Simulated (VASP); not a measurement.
# Sn (R-3m) in VASP: a series of runs

Sn is run at these levels: PBE, r2SCAN; tasks: single point.

All numbers are computed with VASP 6.6.1; they aren't measurements. Logs are shortened: lines on timing, memory, paths and dates and some standing lists are left out, and cuts for length are marked.

## 1. The cell of the first run

Symmetry: R-3m, No. 166, trigonal system. Conventional cell: a = 4.901 Å, b = 4.901 Å, c = 11.011 Å, α = 90.00°, β = 90.00°, γ = 120.00°. Within 3.8 Å of Sn (site symmetry 3m) lie 4 Sn at 2.86 to 2.94 Å.

## 2. Single point, PBE (epitaxial 111 strain +5.5%)

The input, INCAR:

```
SYSTEM = Sn
ALGO     = Normal         ! electronic algorithm
EDIFF    = 1E-6           ! SCF threshold, eV
ENCUT    = 520            ! plane-wave cutoff, eV
GGA      = PE             ! functional
ISIF     = 2              ! what is computed and relaxed
ISMEAR   = -1             ! smearing method
LASPH    = .TRUE.         ! aspherical terms in the spheres
LCHARG   = .FALSE.        ! write CHGCAR
LREAL    = .FALSE.        ! projectors in reciprocal space
LWAVE    = .FALSE.        ! write WAVECAR
NBANDS   = 21             ! bands
NELM     = 100            ! most SCF steps
PREC     = Accurate       ! precision mode
SIGMA    = 0.02           ! smearing width, eV
```

The input, KPOINTS:

```
k-points
0
G
  6 6 6
  0 0 0
```

The input, POSCAR:

```
Sn
1.0
   -0.1914399709      3.2743219881      3.2743219881
    3.2743219881     -0.1914399709      3.2743219881
    3.2743219881      3.2743219881     -0.1914399709
Sn
2
Direct
   -0.0050693258     -0.0050693258     -0.0050693258
    0.2550693258      0.2550693258      0.2550693258
```

Potentials or basis: VASP PAW PBE potentials, release 64 (Sn_d).

Command:

```
$ cat potpaw_PBE.64/Sn_d/POTCAR > POTCAR
$ mpirun -np 1 vasp_std > vasp.out
```

OUTCAR:

```text
SYSTEM = Sn
   EDIFF = 1E-6
   ENCUT = 520
   GGA = PE
   ISIF = 2
   ISMEAR = -1
   LASPH = .TRUE.
   LREAL = .FALSE.
   NELM = 100
   PREC = Accurate

 ion  position               nearest neighbor table
   1  0.995  0.995  0.995-   2 2.86   2 2.94   2 2.94   2 2.94
   2  0.255  0.255  0.255-   1 2.86   1 2.94   1 2.94   1 2.94

  LATTYP: Found a trigonal (rhomboedric) cell.
 ALAT       =     4.6345461726
 COS(alpha) =     0.4407795631

  Lattice vectors:

 A1 = (  -0.1914399709,   3.2743219881,   3.2743219881)
 A2 = (   3.2743219881,  -0.1914399709,   3.2743219881)
 A3 = (   3.2743219881,   3.2743219881,  -0.1914399709)

Analysis of symmetry for initial positions (statically):
=====================================================================
 Subroutine PRICEL returns:
 Original cell was already a primitive cell.

 Routine SETGRP: Setting up the symmetry group for a
 trigonal (rhombohedral) supercell.

 Subroutine GETGRP returns: Found 12 space group operations
 (whereof  6 operations were pure point group operations)
 out of a pool of 12 trial point group operations.

The static configuration has the point symmetry C_3v.
 The point group associated with its full space group is D_3d.

Analysis of symmetry for dynamics (positions and initial velocities):
=====================================================================
 Subroutine PRICEL returns:
 Original cell was already a primitive cell.

 Routine SETGRP: Setting up the symmetry group for a
 trigonal (rhombohedral) supercell.

 Subroutine GETGRP returns: Found 12 space group operations
 (whereof  6 operations were pure point group operations)
 out of a pool of 12 trial point group operations.

The dynamic configuration has the point symmetry C_3v.
 The point group associated with its full space group is D_3d.

 Subroutine INISYM returns: Found 12 space group operations
 (whereof  6 operations are pure point group operations),
 and found     1 'primitive' translations

----------------------------------------------------------------------------------------

                                     Primitive cell

  volume of cell :      76.3596

  direct lattice vectors                    reciprocal lattice vectors
    -0.191439971  3.274321988  3.274321988    -0.139923940  0.148612899  0.148612899
     3.274321988 -0.191439971  3.274321988     0.148612899 -0.139923940  0.148612899
     3.274321988  3.274321988 -0.191439971     0.148612899  0.148612899 -0.139923940

  length of vectors
     4.634546173  4.634546173  4.634546173     0.252488210  0.252488210  0.252488210

  position of ions in fractional coordinates (direct lattice)
     0.994930674  0.994930674  0.994930674
     0.255069326  0.255069326  0.255069326

  ion indices of the primitive-cell ions
   primitive index   ion index
                 1           1
                 2           2

----------------------------------------------------------------------------------------

 KPOINTS: k-points

Automatic generation of k-mesh.
 Grid dimensions read from file:
 generate k-points for:    6    6    6

 Generating k-lattice:

  Cartesian coordinates                     Fractional coordinates (reciprocal lattice)
    -0.023320657  0.024768816  0.024768816     0.166666667  0.000000000  0.000000000
     0.024768816 -0.023320657  0.024768816     0.000000000  0.166666667  0.000000000
     0.024768816  0.024768816 -0.023320657     0.000000000  0.000000000  0.166666667

  Length of vectors
     0.042081368  0.042081368  0.042081368

  Shift w.r.t. Gamma in fractional coordinates (k-lattice)
     0.000000000  0.000000000  0.000000000

 Subroutine IBZKPT returns following result:
 ===========================================

 Found     32 irreducible k-points:

 Following reciprocal coordinates:
            Coordinates               Weight
  0.000000  0.000000  0.000000      1.000000
  0.166667  0.000000  0.000000      6.000000
  0.333333  0.000000  0.000000      6.000000
  0.500000 -0.000000 -0.000000      3.000000
  0.166667  0.166667  0.000000      6.000000
  0.333333  0.166667  0.000000     12.000000
[... 16 lines left out ...]
  0.500000  0.500000  0.166667      6.000000
 -0.333333  0.500000  0.166667     12.000000
 [... further k-points ...]
   k-points           NKPTS =     32   k-points in BZ     NKDIM =     32   number of bands    NBANDS=     21
   number of dos      NEDOS =    301   number of ions     NIONS =      2
   total plane-waves  NPLWV =  46656
   dimension x,y,z NGX =    36 NGY =   36 NGZ =   36
   dimension x,y,z NGXF=    72 NGYF=   72 NGZF=   72
   ions per type =               2
   NGX,Y,Z   is equivalent  to a cutoff of  12.91, 12.91, 12.91 a.u.
   NGXF,Y,Z  is equivalent  to a cutoff of  25.83, 25.83, 25.83 a.u.
 SYSTEM =  Sn
   PREC   = accura    normal or accurate (medium, high low for compatibility)
   ISTART =      0    job   : 0-new  1-cont  2-samecut
   ICHARG =      2    charge: 1-file 2-atom 10-const
   ISPIN  =      1    spin polarized calculation?
   LNONCOLLINEAR =      F non collinear calculations
   LSORBIT =      F    spin-orbit coupling
   LASPH  =      T    aspherical Exc in radial PAW
   ENCUT  =  520.0 eV  38.22 Ry    6.18 a.u.   8.62  8.62  8.62*2*pi/ulx,y,z
   NELM   =    100;   NELMIN=  2; NELMDL= -5     # of ELM steps
   EDIFF  = 0.1E-05   stopping-criterion for ELM
   LREAL  =      F    real-space projection
   EDIFFG = 0.1E-04   stopping-criterion for IOM
   NSW    =      0    number of steps for IOM
   IBRION =     -1    ionic relax: 0-MD 1-quasi-New 2-CG
   NFREE  =      0    steps in history (QN), initial steepest desc. (CG)
   ISIF   =      2    stress and relaxation
   ISYM   =      2    0-nonsym 1-usesym 2-fastsym
   POTIM  = 0.5000    time-step for ionic-motion
   TEBEG  =    0.0;   TEEND  =   0.0 temperature during run
   PSTRESS=    0.0 pullay stress
   NELECT =      28.0000    total number of electrons
   NUPDOWN=      -1.0000    fix difference up-down
   EMIN   =  10.00;   EMAX   =-10.00  energy-range for DOS
   EFERMI =   0.00;   METHOD = LEGACY
   ISMEAR =    -1;   SIGMA  =   0.02  broadening in eV -4-tet -1-fermi 0-gaus
   EFERMI_NEDOS =   21; number of points for ismear=-14 and -15
   IALGO  =     38    algorithm
   IMIX   =      4    mixing-type and parameters
     AMIX     =   0.40;   BMIX     =  1.00
     AMIX_MAG =   1.60;   BMIX_MAG =  1.00
  volume/ion in A,a.u.               =      38.18       257.65
  Fermi-wavevector in a.u.,A,eV,Ry     =   1.171763  2.214310 18.681175  1.373028
  Thomas-Fermi vector in A             =   2.308201
   LORBIT       =      0    0 simple, 1 ext, 2 COOP (PROOUT), +10 PAW based schemes
   GGA     = PE    functional components
   LHFCALC =     F    Hartree Fock is set to
   AEXX    =    0.0000 exact exchange contribution
   IVDW    =     0    specifies the selected vdW correction
   LEPSILON=     F    determine dielectric tensor
   LRPA    =     F    only Hartree local field effects (RPA)
 non-spin polarized calculation
  energy-cutoff  :      520.00
  volume of cell :       76.36
 maximum number of plane-waves:      2071
 NGX is ok and might be reduce to    36
   NGX = 17   NGY = 17   NGZ = 17

 number of electron      28.0000010 magnetization

 Free energy of the ion-electron system (eV)
  ---------------------------------------------------
  ext. energy  EPLUGINS =         0.00000000
  ---------------------------------------------------
  free energy    TOTEN  =        -7.60570168 eV

  energy without entropy =       -7.60450171  energy(sigma->0) =       -7.60510170

 E-fermi :   4.4925     XC(G=0):  -8.4029

 val. band max:        4.4620723125   @ k =   0.0000   0.0000   0.0000
 cond. band min:       4.4944210807   @ k =   0.1667   0.0000   0.0000
 fundamental gap:      0.0323487682
 Fermi energy:         4.4924611916

 k-point     1 :       0.0000    0.0000    0.0000
  band No.  band energies     occupation
      1     -17.0019      2.00000
      2     -16.9365      2.00000
      3     -16.9365      2.00000
      4     -16.9126      2.00000
      5     -16.9126      2.00000
      6     -16.7113      2.00000
[... 13 lines left out ...]
     20      12.2667      0.00000
     21      12.2667      0.00000

 k-point     2 :       0.1667    0.0000    0.0000
  band No.  band energies     occupation
      1     -17.0050      2.00000
      2     -16.9544      2.00000
      3     -16.9374      2.00000
      4     -16.8976      2.00000
      5     -16.8974      2.00000
      6     -16.7176      2.00000
[... 13 lines left out ...]
     20      11.2038      0.00000
     21      11.7391      0.00000

 k-point     3 :       0.3333    0.0000    0.0000
  band No.  band energies     occupation
      1     -17.0079      2.00000
      2     -16.9719      2.00000
      3     -16.9374      2.00000
      4     -16.8879      2.00000
      5     -16.8717      2.00000
      6     -16.7302      2.00000
[... 13 lines left out ...]
     20      11.2296      0.00000
     21      12.3940      0.00000

 k-point     4 :       0.5000   -0.0000   -0.0000
  band No.  band energies     occupation
      1     -17.0082      2.00000
      2     -16.9779      2.00000
      3     -16.9372      2.00000
      4     -16.8870      2.00000
      5     -16.8590      2.00000
      6     -16.7424      2.00000
[... 13 lines left out ...]
     20      12.1279      0.00000
     21      12.2347      0.00000

 k-point     5 :       0.1667    0.1667    0.0000
  band No.  band energies     occupation
      1     -17.0012      2.00000
      2     -16.9513      2.00000
      3     -16.9495      2.00000
      4     -16.8970      2.00000
      5     -16.8772      2.00000
      6     -16.7467      2.00000
[... 13 lines left out ...]
     20      11.0508      0.00000
     21      12.5317      0.00000
[... 382 lines left out ...]
     20      12.7668      0.00000
     21      13.1117      0.00000

 k-point    22 :      -0.1667    0.3333    0.1667
  band No.  band energies     occupation
      1     -17.0168      2.00000
      2     -16.9905      2.00000
      3     -16.9102      2.00000
      4     -16.8658      2.00000
      5     -16.8327      2.00000
      6     -16.7883      2.00000
[... 13 lines left out ...]
     20      11.9807      0.00000
     21      13.4606      0.00000

 k-point    23 :       0.5000    0.5000    0.1667
  band No.  band energies     occupation
      1     -17.0081      2.00000
      2     -16.9762      2.00000
      3     -16.9031      2.00000
      4     -16.8510      2.00000
      5     -16.8197      2.00000
      6     -16.7790      2.00000
[... 13 lines left out ...]
     20      13.6246      0.00000
     21      13.9164      0.00000

 k-point    24 :      -0.3333    0.5000    0.1667
  band No.  band energies     occupation
      1     -17.0143      2.00000
      2     -16.9949      2.00000
      3     -16.8708      2.00000
      4     -16.8591      2.00000
      5     -16.8136      2.00000
      6     -16.7906      2.00000
[... 13 lines left out ...]
     20      12.8479      0.00000
     21      14.3565      0.00000

 [... further k-points ...]
[... 5 lines left out ...]
  --------------------------------------------------------------------------------------
  -------------------------------------------------------------------------------------
  Total       -0.5662068     -0.5662068     -0.5662068      0.5831730      0.5831730      0.5831730
  in kB      -11.8801540    -11.8801540    -11.8801540     12.2361379     12.2361379     12.2361379
  external PRESSURE =     -11.8801540 kB  Pullay stress =       0.0000000 kB

 VOLUME and BASIS-vectors are now :
 -----------------------------------------------------------------------------
  energy-cutoff  :      520.00
  volume of cell :       76.36
      direct lattice vectors                 reciprocal lattice vectors
    -0.191439971  3.274321988  3.274321988    -0.139923940  0.148612899  0.148612899
     3.274321988 -0.191439971  3.274321988     0.148612899 -0.139923940  0.148612899
     3.274321988  3.274321988 -0.191439971     0.148612899  0.148612899 -0.139923940

 POSITION                                       TOTAL-FORCE (eV/Angst)
 -----------------------------------------------------------------------------------
      6.32498      6.32498      6.32498        -0.025885     -0.025885     -0.025885
      1.62153      1.62153      1.62153         0.025885      0.025885      0.025885
 -----------------------------------------------------------------------------------
    total drift:                                0.000000      0.000000      0.000000

  FREE ENERGIE OF THE ION-ELECTRON SYSTEM (eV)
  ---------------------------------------------------
  free  energy   TOTEN  =        -7.6057016808 eV

  energy  without entropy=       -7.6045017092  energy(sigma->0) =       -7.60510170
```

It took 28 s on 1 thread of AMD EPYC 9R45 (Zen 5), shared host; peak memory 0.18 GiB.

What came out:

```
Free energy            : -7.6057 eV
Pressure               : -1.2 GPa
Largest force          : 0.045 eV/Å
Band gap on the k mesh : zero (band 14 reaches 4.49 eV, above the bottom of band 15 at 3.70 eV)
```

Forces in eV/Å, atoms in the order of the input:
```
Sn  -0.026 -0.026 -0.026
Sn   0.026  0.026  0.026
```

Stress tensor (GPa, compression positive):
```
-1.19  1.22  1.22
 1.22 -1.19  1.22
 1.22  1.22 -1.19
```

Levels at points of the mesh, in eV from the Fermi level:
| k point | band 12 | band 13 | band 14 | band 15 | band 16 | band 17 |
| --- | --- | --- | --- | --- | --- | --- |
| (0.00, 0.00, 0.00) | -1.47 | -0.03 | -0.03 | 0.46 | 2.05 | 2.05 |
| (0.50, 0.00, 0.00) | -5.90 | -0.92 | -0.64 | 0.03 | 3.27 | 3.38 |
| (0.50, 0.50, 0.00) | -7.01 | -2.30 | -1.80 | 0.62 | 1.33 | 6.56 |
| (0.50, 0.50, 0.50) | -5.81 | -1.20 | -1.20 | -0.79 | 2.96 | 2.96 |

Caveat: the cell differs from its parent crystal (epitaxial 111 strain +5.5%); spin-orbit coupling is left out, which moves the levels of the heavy elements.

## 3. Single point, r2SCAN (epitaxial 111 strain +5.5%)

POSCAR is that of step 2.

The input, INCAR.step1:

```
PREC     = Accurate       # precision mode
ENCUT    = 520            # plane-wave cutoff, eV
ISMEAR   = -1             # smearing method
SIGMA    = 0.02           # smearing width, eV
LREAL    = False          # projectors in reciprocal space
LASPH    = True           # aspherical terms in the spheres
NELM     = 80             # most SCF steps
NBANDS   = 21             # bands
GGA      = PE             # functional
ALGO     = Normal         # electronic algorithm
EDIFF    = 1E-4           # SCF threshold, eV
LWAVE    = True           # write WAVECAR
LCHARG   = False          # write CHGCAR
```

The input, INCAR.step2:

```
PREC     = Accurate       # precision mode
ENCUT    = 520            # plane-wave cutoff, eV
EDIFF    = 1E-7           # SCF threshold, eV
ISMEAR   = -1             # smearing method
SIGMA    = 0.02           # smearing width, eV
LREAL    = False          # projectors in reciprocal space
LASPH    = True           # aspherical terms in the spheres
NELM     = 80             # most SCF steps
ALGO     = Normal         # electronic algorithm
ISIF     = 2              # what is computed and relaxed
LWAVE    = False          # write WAVECAR
LCHARG   = False          # write CHGCAR
METAGGA  = R2SCAN         # meta-GGA
LMIXTAU  = True         
NBANDS   = 21             # bands
ISTART   = 1
```

The input, KPOINTS:

```
regular mesh
0
Gamma
  6 6 6
```

Potentials or basis: VASP PAW PBE potentials, release 64 (Sn_d).

Command:

```
$ cat potpaw_PBE.64/Sn_d/POTCAR > POTCAR
$ cp INCAR.step1 INCAR
$ mpirun -np 1 vasp_std > vasp.out
$ cp INCAR.step2 INCAR
$ mpirun -np 1 vasp_std > vasp.out
```

Run time: 2.1 min. Hardware: 1 thread of AMD EPYC 9R45 (Zen 5), shared host; peak memory 0.2 GiB.

It converged, with:

```yaml
Free_energy: -49.3632 eV
Pressure: -2.7 GPa
Band_gap_on_the_k_mesh: zero (band 14 reaches 4.34 eV, above the bottom of band 15 at 3.68 eV)
```

Stress tensor (GPa, compression positive):
```
-2.66  1.31  1.31
 1.31 -2.66  1.31
 1.31  1.31 -2.66
```

Levels at points of the mesh, in eV from the Fermi level:
```tsv
k point	band 11	band 12	band 13	band 14	band 15	band 16	band 17	band 18
(0.00, 0.00, 0.00)	-10.27	-1.19	-0.05	-0.05	0.48	2.20	2.20	2.83
(0.50, 0.00, 0.00)	-8.86	-6.10	-0.99	-0.70	0.24	3.51	3.59	6.25
(0.50, 0.50, 0.00)	-7.45	-7.26	-2.43	-1.92	0.76	1.53	7.00	7.56
(0.50, 0.50, 0.50)	-8.48	-5.99	-1.28	-1.28	-0.66	3.16	3.16	5.67
```

Caveat: the cell differs from its parent crystal (epitaxial 111 strain +5.5%); the PAW data sets were made with another functional, which shifts forces and pressure a little; spin-orbit coupling is left out, which moves the levels of the heavy elements.
